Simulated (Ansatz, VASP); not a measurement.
## Two plane-wave programs on BN

Contents of INCAR:

```
SYSTEM = BN
ALGO = Normal
EDIFF = 1E-6
ENCUT = 520
GGA = PE
ISIF = 2
ISMEAR = 0
LASPH = .True.
LCHARG = .True.
LELF = .True.
LREAL = .False.
LVHAR = .True.
LWAVE = .False.
NBANDS = 11
NELM = 100
PREC = Accurate
SIGMA = 0.05
```

The input KPOINTS:

```
k-points
0
Gamma
  12 12 12
  0 0 0
```

The input POSCAR:

```
BN
1.0
    0.0000000000      1.7402757093      1.8047036289
    1.8047036289      0.0000000000      1.8047036289
    1.8047036289      1.7402757093      0.0000000000
B N
1 1
Direct
    0.0000000000      0.0000000000      0.0000000000
    0.7500000000      0.7500000000      0.7500000000
```

Input for Ansatz:

```yaml
crystal:
  lattice:
    - [0.0, 1.7402757093, 1.8047036289]
    - [1.8047036289, 0.0, 1.8047036289]
    - [1.8047036289, 1.7402757093, 0.0]
  atoms:
    - { symbol: B, position: [0.0, 0.0, 0.0] }
    - { symbol: "N", position: [0.75, 0.75, 0.75] }
basis:
  ecutwfc: 520.0
kpoints:
  mp_grid: { grid: [12, 12, 12] }
hamiltonian:
  xc: pbe
scf:
  occupations: { method: gaussian, width: 0.05 }
output:
  forces: true
  stress: true
  eigenvalues: true
```

Alike in both runs: task single point; functional PBE; k mesh 12 × 12 × 12; occupations gaussian, width 0.05 eV; no spin polarisation.

|  | VASP | Ansatz |
| --- | --- | --- |
| version | VASP 6.6.1 | Ansatz 0.2.0 |
| potentials or method | VASP PAW PBE potentials, release 64 (B, N), cutoff 520 eV | scalar-relativistic, plane waves, PAW |
| valence electrons in the cell | 8 | 8 |

Ansatz gave:

* gap on the k mesh at the Fermi level (eV): 3.86
* least direct gap on the mesh (eV): 8.63
* pressure (GPa): 20.0
* traceless stress, the component that is largest in VASP (GPa): 14.66

Task: What did VASP give for the same quantities?

Result: gap on the k mesh at the Fermi level (eV): 3.85; least direct gap on the mesh (eV): 8.62; pressure (GPa): 20.3; traceless stress, the component that is largest in VASP (GPa): 14.67.
